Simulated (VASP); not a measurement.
**C: single point with PBEsol**

Crystal: C.

```
CELL_PARAMETERS angstrom
0.00154 1.77874 1.77566
1.77874 0.00154 1.77566
1.78337 1.78337 -0.00309
ATOMIC_POSITIONS crystal
C 0.00005 0.00005 0.99991
C 0.24995 0.24995 0.25009
```

```yaml
Program: VASP 6.6.1
Task: single point
Functional: PBEsol
Potentials_or_basis: VASP PAW PBE potentials, release 64 (C)
Cutoff: 600 eV
k_mesh: 8 × 8 × 8
Occupations: gaussian, width 0.01 eV
Spin: no spin polarisation
Dipole_correction: no
Further_INCAR_settings: ALGO = Normal; EDIFF = 1e-06; NBANDS = 11
```

```
Pressure               : -1.3 GPa
Band gap on the k mesh : 3.97 eV (least direct gap 5.47 eV)
```

Stress tensor (GPa, compression positive):
```
-1.87 -1.97  0.99
-1.97 -1.87  0.99
 0.99  0.99 -0.27
```

Levels at points of the mesh, in eV from the valence-band top:
| k point | band 1 | band 2 | band 3 | band 4 | band 5 | band 6 | band 7 | band 8 | band 9 |
| --- | --- | --- | --- | --- | --- | --- | --- | --- | --- |
| (0.00, 0.00, 0.00) | -21.63 | -0.03 | -0.02 | 0.00 | 5.47 | 5.55 | 5.60 | 13.51 | 19.03 |
| (0.50, 0.00, 0.00) | -15.74 | -13.56 | -2.88 | -2.85 | 8.34 | 8.42 | 8.89 | 15.53 | 21.73 |
| (0.50, 0.50, 0.00) | -12.84 | -12.81 | -6.45 | -6.38 | 4.50 | 4.64 | 16.87 | 16.88 | 23.17 |
| (0.00, 0.00, 0.50) | -15.81 | -13.56 | -2.83 | -2.80 | 8.41 | 8.42 | 9.00 | 15.54 | 21.71 |
| (0.50, 0.00, 0.50) | -12.86 | -12.84 | -6.41 | -6.37 | 4.58 | 4.65 | 16.86 | 16.87 | 23.16 |
| (0.50, 0.50, 0.50) | -15.76 | -13.56 | -2.86 | -2.83 | 8.37 | 8.42 | 8.92 | 15.53 | 21.72 |

Wall time 10 s on 1 thread of Intel(R) Xeon(R) Platinum 8488C (Sapphire Rapids) (shared host), peak memory 0.13 GiB.

Caveat: the PAW data sets were made with another functional, which shifts forces and pressure a little. PBEsol gaps usually lie below the measured ones, often by a third to a half.
